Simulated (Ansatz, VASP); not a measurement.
Ti: VASP beside Ansatz

Contents of INCAR:

```
PREC = Accurate
ENCUT = 520
EDIFF = 1E-7
ISMEAR = 0
SIGMA = 0.15
LREAL = False
LASPH = True
NELM = 100
ALGO = Fast
ISIF = 2
LWAVE = False
LCHARG = False
GGA = PE
NBANDS = 12
```

Contents of KPOINTS:

```
regular mesh
0
Gamma
  20 20 20
```

POSCAR

```
Ti
1.0
    0.0000000000      2.0278869857      2.3665441123
    2.0278869857      0.0000000000      2.3665441123
    2.0278869857      2.0278869857      0.0000000000
Ti
1
Direct
    0.0000000000      0.0000000000      0.0000000000
```

Input for Ansatz:

```yaml
crystal:
  lattice:
    - [0.0, 2.0278869857, 2.3665441123]
    - [2.0278869857, 0.0, 2.3665441123]
    - [2.0278869857, 2.0278869857, 0.0]
  atoms:
    - { symbol: Ti, position: [0.0, 0.0, 0.0] }
basis:
  ecutwfc: 520.0
kpoints:
  mp_grid: { grid: [20, 20, 20] }
hamiltonian:
  xc: pbe
  pseudopotentials: { kind: paw, azcp: { folder: soft_1 } }
scf:
  occupations: { method: gaussian, width: 0.15 }
output:
  forces: true
  stress: true
  eigenvalues: true
```

Alike in both runs: task single point; functional PBE; k mesh 20 × 20 × 20; occupations gaussian, width 0.15 eV; no spin polarisation.

```csv
,VASP,Ansatz
version,VASP 6.6.1,Ansatz 0.2.0
potentials or method,"VASP PAW PBE potentials, release 64 (Ti_sv), cutoff 520 eV","scalar-relativistic, plane waves, PAW"
valence electrons in the cell,12,12
```

|  | VASP | Ansatz | Ansatz less VASP |
| --- | --- | --- | --- |
| gap on the k mesh at the Fermi level (eV) | none | none | - |
| pressure (GPa) | -10.2 | -10.1 | +0.10 |
| traceless stress, the component that is largest in VASP (GPa) | -3.44 | -3.45 | -0.011 |

A gap of «none» marks a metal or a gap that the smearing closes.
